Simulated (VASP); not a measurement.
# Hg (P6/mmm) in VASP: relaxation of cell and atoms with PBEsol

Aim: the relaxation of cell and atoms of Hg with PBEsol.

Everything below comes from runs of VASP 6.6.1. Logs are shortened: lines on timing, memory, paths and dates and some standing lists are left out, and cuts for length are marked.

### Step 1. The cell of the first run

The structure is hexagonal, space group P6/mmm (No. 191). The conventional cell has a = 4.072 Å, b = 4.072 Å, c = 2.524 Å, α = 90.00°, β = 90.00°, γ = 120.00°. Hg (site symmetry 6/mmm) has 14 Hg at 2.52 to 2.67 Å within 3.3 Å. Hg (site symmetry -6m2) has 11 Hg at 2.35 to 2.67 Å within 3.1 Å.

### Step 2. Relaxation of cell and atoms, PBEsol, target pressure 230 GPa, at which the enthalpy is minimised

Input file INCAR:

```
SYSTEM = Hg
PREC = Accurate
ENCUT = 600
EDIFF = 1E-6
ISMEAR = -1
SIGMA = 0.05
LREAL = .False.
LASPH = .True.
NELM = 60
ALGO = Normal
ISIF = 3
LWAVE = .False.
LCHARG = .False.
GGA = PS
IBRION = 2
NSW = 60
EDIFFG = -0.005
PSTRESS = 2300.0
```

Input file KPOINTS:

```
regular mesh
0
Gamma
  9 9 12
  0 0 0
```

Input file POSCAR:

```
Hg
1.0
    4.0716361379      0.0000000000      0.0000000000
   -2.0358180690      3.5261403304      0.0000000000
    0.0000000000      0.0000000000      2.5244144055
Hg
3
Direct
    0.0000000000      0.0000000000      0.0000000000
    0.3333333333      0.6666666667      0.5000000000
    0.6666666667      0.3333333333      0.5000000000
```

Potentials or basis: VASP PAW PBE potentials, release 64 (Hg).

Started as:

```console
$ cat potpaw_PBE.64/Hg/POTCAR > POTCAR
$ mpirun -np 1 vasp_std > vasp.out
```

OUTCAR:

```text
SYSTEM = Hg
   PREC = Accurate
   ENCUT = 600
   EDIFF = 1E-6
   ISMEAR = -1
   LREAL = .False.
   LASPH = .True.
   NELM = 60
   ISIF = 3
   GGA = PS
   IBRION = 2
   NSW = 60
   EDIFFG = -0.005
   PSTRESS = 2300.0

 ion  position               nearest neighbor table
   1  0.000  0.000  0.000-   2 2.67   3 2.67   2 2.67   3 2.67   3 2.67   3 2.67   2 2.67   2 2.67
                             3 2.67   3 2.67   2 2.67   2 2.67
   2  0.333  0.667  0.500-   3 2.35   3 2.35   3 2.35   1 2.67   1 2.67   1 2.67   1 2.67   1 2.67
                             1 2.67   3 3.45   3 3.45   3 3.45   3 3.45   3 3.45   3 3.45
   3  0.667  0.333  0.500-   2 2.35   2 2.35   2 2.35   1 2.67   1 2.67   1 2.67   1 2.67   1 2.67
                             1 2.67   2 3.45   2 3.45   2 3.45   2 3.45   2 3.45   2 3.45

  LATTYP: Found a hexagonal cell.
 ALAT       =     4.0716361379
 C/A-ratio  =     0.6200000000

  Lattice vectors:

 A1 = (   4.0716361379,   0.0000000000,   0.0000000000)
 A2 = (  -2.0358180690,   3.5261403304,   0.0000000000)
 A3 = (   0.0000000000,   0.0000000000,   2.5244144055)

Analysis of symmetry for initial positions (statically):
=====================================================================
 Subroutine PRICEL returns:
 Original cell was already a primitive cell.

 Routine SETGRP: Setting up the symmetry group for a
 hexagonal supercell.

 Subroutine GETGRP returns: Found 24 space group operations
 (whereof 24 operations were pure point group operations)
 out of a pool of 24 trial point group operations.

The static configuration has the point symmetry D_6h.

Analysis of symmetry for dynamics (positions and initial velocities):
=====================================================================
 Subroutine PRICEL returns:
 Original cell was already a primitive cell.

 Routine SETGRP: Setting up the symmetry group for a
 hexagonal supercell.

 Subroutine GETGRP returns: Found 24 space group operations
 (whereof 24 operations were pure point group operations)
 out of a pool of 24 trial point group operations.

The dynamic configuration has the point symmetry D_6h.

 Subroutine INISYM returns: Found 24 space group operations
 (whereof 24 operations are pure point group operations),
 and found     1 'primitive' translations

----------------------------------------------------------------------------------------

                                     Primitive cell

  volume of cell :      36.2434

  direct lattice vectors                    reciprocal lattice vectors
     4.071636138  0.000000000  0.000000000     0.245601514  0.141798100  0.000000000
    -2.035818069  3.526140330  0.000000000     0.000000000  0.283596200  0.000000000
     0.000000000  0.000000000  2.524414405     0.000000000  0.000000000  0.396131474

  length of vectors
     4.071636138  4.071636138  2.524414405     0.283596200  0.283596200  0.396131474

  position of ions in fractional coordinates (direct lattice)
     0.000000000  0.000000000  0.000000000
     0.333333333  0.666666667  0.500000000
     0.666666667  0.333333333  0.500000000

  ion indices of the primitive-cell ions
   primitive index   ion index
                 1           1
                 2           2
                 3           3

----------------------------------------------------------------------------------------

 KPOINTS: regular mesh

Automatic generation of k-mesh.
 Grid dimensions read from file:
 generate k-points for:    9    9   12

 Generating k-lattice:

  Cartesian coordinates                     Fractional coordinates (reciprocal lattice)
     0.027289057  0.015755344  0.000000000     0.111111111 -0.000000000  0.000000000
     0.000000000  0.031510689  0.000000000     0.000000000  0.111111111  0.000000000
     0.000000000  0.000000000  0.033010956     0.000000000  0.000000000  0.083333333

  Length of vectors
     0.031510689  0.031510689  0.033010956

  Shift w.r.t. Gamma in fractional coordinates (k-lattice)
     0.000000000  0.000000000  0.000000000

 Subroutine IBZKPT returns following result:
 ===========================================

 Found     84 irreducible k-points:

 Following reciprocal coordinates:
            Coordinates               Weight
  0.000000  0.000000  0.000000      1.000000
  0.111111  0.000000  0.000000      6.000000
  0.222222  0.000000  0.000000      6.000000
  0.333333  0.000000  0.000000      6.000000
  0.444444  0.000000  0.000000      6.000000
  0.111111  0.111111  0.000000      6.000000
[... 16 lines left out ...]
  0.333333  0.222222  0.083333     24.000000
  0.333333  0.333333  0.083333      4.000000
 [... further k-points ...]
   k-points           NKPTS =     84   k-points in BZ     NKDIM =     84   number of bands    NBANDS=     22
   number of dos      NEDOS =    301   number of ions     NIONS =      3
   total plane-waves  NPLWV =  25920
   dimension x,y,z NGX =    36 NGY =   36 NGZ =   20
   dimension x,y,z NGXF=    72 NGYF=   72 NGZF=   40
   ions per type =               3
   NGX,Y,Z   is equivalent  to a cutoff of  14.70, 14.70, 13.17 a.u.
   NGXF,Y,Z  is equivalent  to a cutoff of  29.40, 29.40, 26.34 a.u.
 SYSTEM =  Hg
   PREC   = accura    normal or accurate (medium, high low for compatibility)
   ISTART =      0    job   : 0-new  1-cont  2-samecut
   ICHARG =      2    charge: 1-file 2-atom 10-const
   ISPIN  =      1    spin polarized calculation?
   LNONCOLLINEAR =      F non collinear calculations
   LSORBIT =      F    spin-orbit coupling
   LASPH  =      T    aspherical Exc in radial PAW
   ENCUT  =  600.0 eV  44.10 Ry    6.64 a.u.   8.13  8.13  5.04*2*pi/ulx,y,z
   NELM   =     60;   NELMIN=  2; NELMDL= -5     # of ELM steps
   EDIFF  = 0.1E-05   stopping-criterion for ELM
   LREAL  =      F    real-space projection
   EDIFFG = -.5E-02   stopping-criterion for IOM
   NSW    =     60    number of steps for IOM
   IBRION =      2    ionic relax: 0-MD 1-quasi-New 2-CG
   NFREE  =      1    steps in history (QN), initial steepest desc. (CG)
   ISIF   =      3    stress and relaxation
   ISYM   =      2    0-nonsym 1-usesym 2-fastsym
   POTIM  = 0.5000    time-step for ionic-motion
   TEBEG  =    0.0;   TEEND  =   0.0 temperature during run
   PSTRESS= 2300.0 pullay stress
   NELECT =      36.0000    total number of electrons
   NUPDOWN=      -1.0000    fix difference up-down
   EMIN   =  10.00;   EMAX   =-10.00  energy-range for DOS
   EFERMI =   0.00;   METHOD = LEGACY
   ISMEAR =    -1;   SIGMA  =   0.05  broadening in eV -4-tet -1-fermi 0-gaus
   EFERMI_NEDOS =   21; number of points for ismear=-14 and -15
   IALGO  =     38    algorithm
   IMIX   =      4    mixing-type and parameters
     AMIX     =   0.40;   BMIX     =  1.00
     AMIX_MAG =   1.60;   BMIX_MAG =  1.00
  volume/ion in A,a.u.               =      12.08        81.53
  Fermi-wavevector in a.u.,A,eV,Ry     =   1.633425  3.086726 36.301406  2.668078
  Thomas-Fermi vector in A             =   2.725232
   LORBIT       =      0    0 simple, 1 ext, 2 COOP (PROOUT), +10 PAW based schemes
   GGA     = PS    functional components
   LHFCALC =     F    Hartree Fock is set to
   AEXX    =    0.0000 exact exchange contribution
   IVDW    =     0    specifies the selected vdW correction
   LEPSILON=     F    determine dielectric tensor
   LRPA    =     F    only Hartree local field effects (RPA)
 conjugate gradient relaxation of ions
 non-spin polarized calculation
  energy-cutoff  :      600.00
  volume of cell :       36.24
 maximum number of plane-waves:      1234
 NGX is ok and might be reduce to    36
   NGX = 17   NGY = 17   NGZ = 11

--------------------------------------- Ionic step        1  -------------------------------------------

 number of electron      36.0000002 magnetization

 Free energy of the ion-electron system (eV)
  ---------------------------------------------------
  ext. energy  EPLUGINS =         0.00000000
  ---------------------------------------------------
  free energy    TOTEN  =        11.54242647 eV

  energy without entropy =       11.55407590  energy(sigma->0) =       11.54825118

------------------------ aborting loop because EDIFF is reached ----------------------------------------

  FORCE on cell =-STRESS in cart. coord.  units (eV):
  Direction    XX          YY          ZZ          XY          YZ          ZX
  --------------------------------------------------------------------------------------
  -------------------------------------------------------------------------------------
  Total       60.1562717     60.1562717     54.0137125     -0.0000000     -0.0000000      0.0000000
  in kB     2659.2691340   2659.2691340   2387.7310584     -0.0000000     -0.0000000      0.0000000
  external PRESSURE =     268.7564421 kB  Pullay stress =    2300.0000000 kB
[... 24 lines left out ...]
  enthalpy is  TOTEN    =        63.5715435017 eV   P V=       52.0291170344

--------------------------------------- Ionic step        2  -------------------------------------------

 number of electron      35.9999994 magnetization

 E-fermi :   7.2467     XC(G=0): -13.2967

 val. band max:        7.2433506452   @ k =   0.4444   0.1111   0.0000
 cond. band min:       7.2520171605   @ k =   0.2222   0.0000   0.4167
 fundamental gap:      0.0086665153
 Fermi energy:         7.2467156677

 k-point     1 :       0.0000    0.0000    0.0000
  band No.  band energies     occupation
      1      -6.5074      2.00000
      2      -4.5858      2.00000
      3      -3.5635      2.00000
      4      -3.1533      2.00000
      5      -2.4076      2.00000
      6      -2.4076      2.00000
[... 660 lines left out ...]
  FREE ENERGIE OF THE ION-ELECTRON SYSTEM (eV)
  ---------------------------------------------------
  free  energy   TOTEN  =         9.6030472087 eV

  energy  without entropy=        9.6163729859  energy(sigma->0) =        9.60971010

  enthalpy is  TOTEN    =        63.4702121585 eV   P V=       53.8671649498

[... ionic steps 4 to 9 ...]

--------------------------------------- Ionic step       10  -------------------------------------------

 number of electron      36.0000004 magnetization

------------------------ aborting loop because EDIFF is reached ----------------------------------------

  FORCE on cell =-STRESS in cart. coord.  units (eV):
  Direction    XX          YY          ZZ          XY          YZ          ZX
  --------------------------------------------------------------------------------------
  -------------------------------------------------------------------------------------
  Total       53.3353249     53.3353249     53.4882782     -0.0000000     -0.0000000      0.0000000
  in kB     2301.0106735   2301.0106735   2307.6094390     -0.0000001     -0.0000000      0.0000000
  external PRESSURE =       3.2102620 kB  Pullay stress =    2300.0000000 kB
[... 63 lines left out ...]
  enthalpy is  TOTEN    =        63.3817476779 eV   P V=       53.3557040721

--------------------------------------- Ionic step       12  -------------------------------------------

 number of electron      36.0000004 magnetization

 Free energy of the ion-electron system (eV)
  ---------------------------------------------------
  ext. energy  EPLUGINS =         0.00000000
  ---------------------------------------------------
  free energy    TOTEN  =        10.05543818 eV

  energy without entropy =       10.06034863  energy(sigma->0) =       10.05789341

 E-fermi :  11.8525     XC(G=0): -14.8586

 val. band max:       11.8009181023   @ k =   0.1111   0.0000   0.2500
 cond. band min:      11.8699539602   @ k =   0.3333   0.2222   0.5000
 fundamental gap:      0.0690358580
 Fermi energy:        11.8524976825

 k-point     1 :       0.0000    0.0000    0.0000
  band No.  band energies     occupation
      1      -6.2243      2.00000
      2      -3.6687      2.00000
      3      -1.8006      2.00000
      4      -1.2831      2.00000
      5      -0.7823      2.00000
      6      -0.7823      2.00000
[... 621 lines left out ...]
  FREE ENERGIE OF THE ION-ELECTRON SYSTEM (eV)
  ---------------------------------------------------
  free  energy   TOTEN  =        10.0554381793 eV

  energy  without entropy=       10.0603486349  energy(sigma->0) =       10.05789341

  enthalpy is  TOTEN    =        63.3815450101 eV   P V=       53.3261068309

 reached required accuracy - stopping structural energy minimisation
```

Run time: 6.8 min. Hardware: 1 thread of Oxide Virtual Turin-like, shared host; peak memory 0.19 GiB.

What came out:

| Quantity | Value |
| --- | --- |
| Free energy | 10.0554 eV |
| Relaxed volume | 12.38 Å³/atom |
| Relaxed cell | a = 4.183 Å, b = 4.183 Å, c = 2.452 Å, α = 90.00°, β = 90.00°, γ = 120.00° |
| Space group after relaxing (to 0.1 Å) | P6/mmm (No. 191) |
| Energy change on relaxing (the run minimises the enthalpy) | -495.7 meV/atom |
| Ionic steps | 12 |
| Pressure after relaxing | 230.0 GPa |
| Band gap on the k mesh | zero (bands 18 and 19 overlap by 3.43 eV) |

The path:
```
step  energy change (eV)  largest force (eV/Å)  pressure (GPa)  volume (Å³)
   1              0.0000                0.0000          256.88        36.24
   2            -10.1183                0.0000           65.46        47.81
   3             -1.9394                0.0000          219.62        37.52
   4             -1.6375                0.0000          225.44        37.31
   5             -1.0238                0.0000          238.84        36.86
   6             -1.3310                0.0000          233.05        37.04
   7             -1.3187                0.0000          233.29        37.03
   8             -2.6263                0.0000          207.87        37.99
   9             -1.4759                0.0000          230.25        37.14
  10             -1.4727                0.0000          230.32        37.14
  11             -1.5164                0.0000          229.48        37.17
  12             -1.4870                0.0000          230.02        37.15
```

Final structure:
```
CELL_PARAMETERS angstrom
4.18278 0.00000 0.00000
-2.09139 3.62239 0.00000
0.00000 0.00000 2.45167
ATOMIC_POSITIONS crystal
Hg 0.00000 0.00000 0.00000
Hg 0.33333 0.66667 0.50000
Hg 0.66667 0.33333 0.50000
```

Levels at points of the mesh, in eV from the Fermi level:
```csv
k point,band 14,band 15,band 16,band 17,band 18,band 19,band 20,band 21,band 22
"(0.00, 0.00, 0.00)",-10.23,-7.88,-7.88,-0.74,0.17,1.36,1.36,1.36,1.36
"(0.00, 0.00, 0.50)",-8.48,-6.75,-4.85,-3.99,2.97,3.88,3.88,3.93,5.66
```

Caveat: the cell is relaxed towards a set pressure, so the run minimises the enthalpy, not the energy; the PAW data sets were made with another functional, which shifts forces and pressure a little; spin-orbit coupling is left out, which moves the levels of the heavy elements.

The gap in the log of VASP goes by the Fermi energy; the results here count the filled bands.